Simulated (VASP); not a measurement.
# Ge (Cmcm) in VASP: further runs

Ge is run at these levels: PBEsol; tasks: single point.

Everything below comes from runs of VASP 6.6.1. Logs are shortened: lines on timing, memory, paths and dates and some standing lists are left out, and cuts for length are marked.

## (1) The cell of the first run

It takes space group Cmcm (No. 63, orthorhombic). Conventional cell: a = 2.883 Å, b = 5.027 Å, c = 5.038 Å, α = 90.00°, β = 90.00°, γ = 90.00°. Ge (site symmetry m2m) has 12 Ge at 2.88 to 3.02 Å within 3.8 Å.

This isn't the form of Ge at room conditions, which is diamond.

## (2) Single point, PBEsol

The input, INCAR:

```
PREC     = Accurate       # precision mode
ENCUT    = 520            # plane-wave cutoff, eV
EDIFF    = 1E-6           # SCF threshold, eV
ISMEAR   = 0              # smearing method
SIGMA    = 0.15           # smearing width, eV
LREAL    = F              # projectors in reciprocal space
LASPH    = T              # aspherical terms in the spheres
NELM     = 80             # most SCF steps
ALGO     = Normal         # electronic algorithm
ISIF     = 2              # what is computed and relaxed
LWAVE    = F              # write WAVECAR
LCHARG   = F              # write CHGCAR
GGA      = PS             # functional
NBANDS   = 21             # bands
```

The input, KPOINTS:

```
Automatic mesh
0
Gamma
  20 20 12
```

The input, POSCAR:

```
Ge
1.0
    1.4415204776     -2.5135518656      0.0000000000
    1.4415204776      2.5135518656      0.0000000000
    0.0000000000      0.0000000000      5.0377366484
Ge
2
Direct
    0.6665533700      0.3334466300      0.2500000000
    0.3334466300      0.6665533700      0.7500000000
```

Potentials or basis: VASP PAW PBE potentials, release 64 (Ge_d).

The run is started by

```sh
$ cat potpaw_PBE.64/Ge_d/POTCAR > POTCAR
$ mpirun -np 1 vasp_std > vasp.out
```

OUTCAR:

```text
PREC = Accurate
   ENCUT = 520
   EDIFF = 1E-6
   ISMEAR = 0
   LREAL = F
   LASPH = T
   NELM = 80
   ISIF = 2
   GGA = PS

 ion  position               nearest neighbor table
   1  0.667  0.333  0.250-
   2  0.333  0.667  0.750-

  LATTYP: Found a base centered orthorhombic cell.
 ALAT       =     2.8830409552
 B/A-ratio  =     1.7436809984
 C/A-ratio  =     1.7473690893

  Lattice vectors:

 A1 = (   1.4415204776,  -2.5135518656,   0.0000000000)
 A2 = (   1.4415204776,   2.5135518656,   0.0000000000)
 A3 = (   0.0000000000,   0.0000000000,   5.0377366484)

Analysis of symmetry for initial positions (statically):
=====================================================================
 Subroutine PRICEL returns:
 Original cell was already a primitive cell.

 Routine SETGRP: Setting up the symmetry group for a
 base centered orthorhombic supercell.

 Subroutine GETGRP returns: Found  8 space group operations
 (whereof  4 operations were pure point group operations)
 out of a pool of  8 trial point group operations.

The static configuration has the point symmetry C_2h.
 The point group associated with its full space group is D_2h.

Analysis of symmetry for dynamics (positions and initial velocities):
=====================================================================
 Subroutine PRICEL returns:
 Original cell was already a primitive cell.

 Routine SETGRP: Setting up the symmetry group for a
 base centered orthorhombic supercell.

 Subroutine GETGRP returns: Found  8 space group operations
 (whereof  4 operations were pure point group operations)
 out of a pool of  8 trial point group operations.

The dynamic configuration has the point symmetry C_2h.
 The point group associated with its full space group is D_2h.

 Subroutine INISYM returns: Found  8 space group operations
 (whereof  4 operations are pure point group operations),
 and found     1 'primitive' translations

----------------------------------------------------------------------------------------

                                     Primitive cell

  volume of cell :      36.5068

  direct lattice vectors                    reciprocal lattice vectors
     1.441520478 -2.513551866  0.000000000     0.346855981 -0.198921696  0.000000000
     1.441520478  2.513551866  0.000000000     0.346855981  0.198921696  0.000000000
     0.000000000  0.000000000  5.037736648     0.000000000  0.000000000  0.198501841

  length of vectors
     2.897572133  2.897572133  5.037736648     0.399848613  0.399848613  0.198501841

  position of ions in fractional coordinates (direct lattice)
     0.666553370  0.333446630  0.250000000
     0.333446630  0.666553370  0.750000000

  ion indices of the primitive-cell ions
   primitive index   ion index
                 1           1
                 2           2

----------------------------------------------------------------------------------------

 KPOINTS: Automatic mesh

Automatic generation of k-mesh.
 Grid dimensions read from file:
 generate k-points for:   20   20   12

 Generating k-lattice:

  Cartesian coordinates                     Fractional coordinates (reciprocal lattice)
     0.017342799 -0.009946085  0.000000000     0.050000000  0.000000000  0.000000000
     0.017342799  0.009946085  0.000000000     0.000000000  0.050000000  0.000000000
     0.000000000  0.000000000  0.016541820     0.000000000  0.000000000  0.083333333

  Length of vectors
     0.019992431  0.019992431  0.016541820

  Shift w.r.t. Gamma in fractional coordinates (k-lattice)
     0.000000000  0.000000000  0.000000000

 Subroutine IBZKPT returns following result:
 ===========================================

 Found    777 irreducible k-points:

 Following reciprocal coordinates:
            Coordinates               Weight
  0.000000  0.000000  0.000000      1.000000
  0.050000 -0.000000  0.000000      4.000000
  0.100000 -0.000000  0.000000      4.000000
  0.150000  0.000000  0.000000      4.000000
  0.200000 -0.000000  0.000000      4.000000
  0.250000  0.000000  0.000000      4.000000
[... 16 lines left out ...]
 -0.400000  0.050000  0.000000      4.000000
 -0.350000  0.050000  0.000000      4.000000
 [... further k-points ...]
   k-points           NKPTS =    777   k-points in BZ     NKDIM =    777   number of bands    NBANDS=     21
   number of dos      NEDOS =    301   number of ions     NIONS =      2
   total plane-waves  NPLWV =  23040
   dimension x,y,z NGX =    24 NGY =   24 NGZ =   40
   dimension x,y,z NGXF=    48 NGYF=   48 NGZF=   80
   ions per type =               2
   NGX,Y,Z   is equivalent  to a cutoff of  13.77, 13.77, 13.20 a.u.
   NGXF,Y,Z  is equivalent  to a cutoff of  27.54, 27.54, 26.40 a.u.
 SYSTEM =  unknown system
   PREC   = accura    normal or accurate (medium, high low for compatibility)
   ISTART =      0    job   : 0-new  1-cont  2-samecut
   ICHARG =      2    charge: 1-file 2-atom 10-const
   ISPIN  =      1    spin polarized calculation?
   LNONCOLLINEAR =      F non collinear calculations
   LSORBIT =      F    spin-orbit coupling
   LASPH  =      T    aspherical Exc in radial PAW
   ENCUT  =  520.0 eV  38.22 Ry    6.18 a.u.   5.39  5.39  9.37*2*pi/ulx,y,z
   NELM   =     80;   NELMIN=  2; NELMDL= -5     # of ELM steps
   EDIFF  = 0.1E-05   stopping-criterion for ELM
   LREAL  =      F    real-space projection
   EDIFFG = 0.1E-04   stopping-criterion for IOM
   NSW    =      0    number of steps for IOM
   IBRION =     -1    ionic relax: 0-MD 1-quasi-New 2-CG
   NFREE  =      0    steps in history (QN), initial steepest desc. (CG)
   ISIF   =      2    stress and relaxation
   ISYM   =      2    0-nonsym 1-usesym 2-fastsym
   POTIM  = 0.5000    time-step for ionic-motion
   TEBEG  =    0.0;   TEEND  =   0.0 temperature during run
   PSTRESS=    0.0 pullay stress
   NELECT =      28.0000    total number of electrons
   NUPDOWN=      -1.0000    fix difference up-down
   EMIN   =  10.00;   EMAX   =-10.00  energy-range for DOS
   EFERMI =   0.00;   METHOD = LEGACY
   ISMEAR =     0;   SIGMA  =   0.15  broadening in eV -4-tet -1-fermi 0-gaus
   EFERMI_NEDOS =   21; number of points for ismear=-14 and -15
   IALGO  =     38    algorithm
   IMIX   =      4    mixing-type and parameters
     AMIX     =   0.40;   BMIX     =  1.00
     AMIX_MAG =   1.60;   BMIX_MAG =  1.00
  volume/ion in A,a.u.               =      18.25       123.18
  Fermi-wavevector in a.u.,A,eV,Ry     =   1.498544  2.831837 30.553703  2.245634
  Thomas-Fermi vector in A             =   2.610289
   LORBIT       =      0    0 simple, 1 ext, 2 COOP (PROOUT), +10 PAW based schemes
   GGA     = PS    functional components
   LHFCALC =     F    Hartree Fock is set to
   AEXX    =    0.0000 exact exchange contribution
   IVDW    =     0    specifies the selected vdW correction
   LEPSILON=     F    determine dielectric tensor
   LRPA    =     F    only Hartree local field effects (RPA)
 non-spin polarized calculation
 Gauss-broadening in eV      SIGMA  =   0.15
  energy-cutoff  :      520.00
  volume of cell :       36.51
 maximum number of plane-waves:      1006
 NGX is ok and might be reduce to    24
   NGX = 11   NGY = 11   NGZ = 19

 number of electron      27.9999978 magnetization

 Free energy of the ion-electron system (eV)
  ---------------------------------------------------
  ext. energy  EPLUGINS =         0.00000000
  ---------------------------------------------------
  free energy    TOTEN  =        -9.32391581 eV

  energy without entropy =       -9.31389244  energy(sigma->0) =       -9.31890413

 E-fermi :   7.0207     XC(G=0): -11.6022

 val. band max:        7.0191912458   @ k =   0.5000   0.2500   0.2500
 cond. band min:       7.0234930668   @ k =  -0.4000   0.3000   0.2500
 fundamental gap:      0.0043018210
 Fermi energy:         7.0207384661

 k-point     1 :       0.0000    0.0000    0.0000
  band No.  band energies     occupation
      1     -17.6654      2.00000
      2     -17.6585      2.00000
      3     -17.6487      2.00000
      4     -17.6439      2.00000
      5     -17.6422      2.00000
      6     -17.6376      2.00000
[... 13 lines left out ...]
     20      19.9908      0.00000
     21      21.7291      0.00000

 k-point     2 :       0.0500   -0.0000    0.0000
  band No.  band energies     occupation
      1     -17.6644      2.00000
      2     -17.6574      2.00000
      3     -17.6468      2.00000
      4     -17.6427      2.00000
      5     -17.6403      2.00000
      6     -17.6365      2.00000
[... 13 lines left out ...]
     20      20.2158      0.00000
     21      20.8817      0.00000

 k-point     3 :       0.1000   -0.0000    0.0000
  band No.  band energies     occupation
      1     -17.6638      2.00000
      2     -17.6546      2.00000
      3     -17.6440      2.00000
      4     -17.6366      2.00000
      5     -17.6354      2.00000
      6     -17.6296      2.00000
[... 13 lines left out ...]
     20      20.1223      0.00000
     21      21.4220      0.00000

 k-point     4 :       0.1500    0.0000    0.0000
  band No.  band energies     occupation
      1     -17.6686      2.00000
      2     -17.6476      2.00000
      3     -17.6449      2.00000
      4     -17.6259      2.00000
      5     -17.6228      2.00000
      6     -17.6171      2.00000
[... 13 lines left out ...]
     20      20.1165      0.00000
     21      20.4219      0.00000

 k-point     5 :       0.2000   -0.0000    0.0000
  band No.  band energies     occupation
      1     -17.6765      2.00000
      2     -17.6489      2.00000
      3     -17.6365      2.00000
      4     -17.6179      2.00000
      5     -17.6110      2.00000
      6     -17.6087      2.00000
[... 13 lines left out ...]
     20      18.9566      0.00000
     21      20.6946      0.00000
[... 382 lines left out ...]
     20      17.4502      0.00000
     21      20.1732      0.00000

 k-point    22 :      -0.4500    0.0500    0.0000
  band No.  band energies     occupation
      1     -17.7078      2.00000
      2     -17.6657      2.00000
      3     -17.6613      2.00000
      4     -17.6267      2.00000
      5     -17.6058      2.00000
      6     -17.5896      2.00000
[... 13 lines left out ...]
     20      17.5085      0.00000
     21      20.2640      0.00000

 k-point    23 :      -0.4000    0.0500    0.0000
  band No.  band energies     occupation
      1     -17.7027      2.00000
      2     -17.6626      2.00000
      3     -17.6543      2.00000
      4     -17.6245      2.00000
      5     -17.6009      2.00000
      6     -17.5974      2.00000
[... 13 lines left out ...]
     20      17.6257      0.00000
     21      20.4335      0.00000

 k-point    24 :      -0.3500    0.0500    0.0000
  band No.  band energies     occupation
      1     -17.6955      2.00000
      2     -17.6585      2.00000
      3     -17.6447      2.00000
      4     -17.6214      2.00000
      5     -17.6082      2.00000
      6     -17.5941      2.00000
[... 13 lines left out ...]
     20      17.7937      0.00000
     21      20.4553      0.00000

 [... further k-points ...]

------------------------ aborting loop because EDIFF is reached ----------------------------------------

  FORCE on cell =-STRESS in cart. coord.  units (eV):
  Direction    XX          YY          ZZ          XY          YZ          ZX
  --------------------------------------------------------------------------------------
  -------------------------------------------------------------------------------------
  Total        0.3717690      0.3012286     -0.1829445      0.0000000      0.0000000      0.0000000
  in kB       16.3158494     13.2200368     -8.0288978      0.0000000      0.0000000      0.0000000
  external PRESSURE =       7.1689961 kB  Pullay stress =       0.0000000 kB

 VOLUME and BASIS-vectors are now :
 -----------------------------------------------------------------------------
  energy-cutoff  :      520.00
  volume of cell :       36.51
      direct lattice vectors                 reciprocal lattice vectors
     1.441520478 -2.513551866  0.000000000     0.346855981 -0.198921696  0.000000000
     1.441520478  2.513551866  0.000000000     0.346855981  0.198921696  0.000000000
     0.000000000  0.000000000  5.037736648     0.000000000  0.000000000  0.198501841

 POSITION                                       TOTAL-FORCE (eV/Angst)
 -----------------------------------------------------------------------------------
      1.44152     -0.83728      1.25943         0.000000      0.001365      0.000000
      1.44152      0.83728      3.77830         0.000000     -0.001365     -0.000000
 -----------------------------------------------------------------------------------
    total drift:                                0.000000     -0.000000      0.000000

  FREE ENERGIE OF THE ION-ELECTRON SYSTEM (eV)
  ---------------------------------------------------
  free  energy   TOTEN  =        -9.3239158149 eV

  energy  without entropy=       -9.3138924435  energy(sigma->0) =       -9.31890413
```

It took 8.7 min on 1 thread of Intel Xeon 8259CL, shared host; peak memory 0.54 GiB.

Results:

| Property | Result |
| --- | --- |
| Free energy | -9.3239 eV |
| Pressure | 0.7 GPa |
| Band gap on the k mesh | zero (bands 14 and 15 overlap by 10.70 eV) |

Levels at points of the mesh, in eV from the Fermi level:
```csv
k point,band 11,band 12,band 13,band 14,band 15,band 16,band 17,band 18
"(0.00, 0.00, 0.00)",-13.48,-8.74,-5.94,7.88,8.01,8.03,9.59,9.72
"(0.50, 0.00, 0.00)",-8.06,-6.92,-3.03,-2.25,-0.87,1.30,3.32,7.08
"(0.50, 0.50, 0.00)",-8.14,-6.97,-3.08,-2.28,-0.94,1.25,3.49,7.25
"(0.00, 0.00, 0.50)",-12.03,-12.03,0.22,0.22,8.79,8.79,8.92,8.92
"(0.50, 0.00, 0.50)",-6.82,-6.82,-5.04,-5.04,4.24,4.24,4.70,4.70
"(0.50, 0.50, 0.50)",-6.91,-6.91,-5.06,-5.06,4.21,4.21,4.87,4.87
```

Caveat: the PAW data sets were made with another functional, which shifts forces and pressure a little.

(Continued in part 2 of 2.)
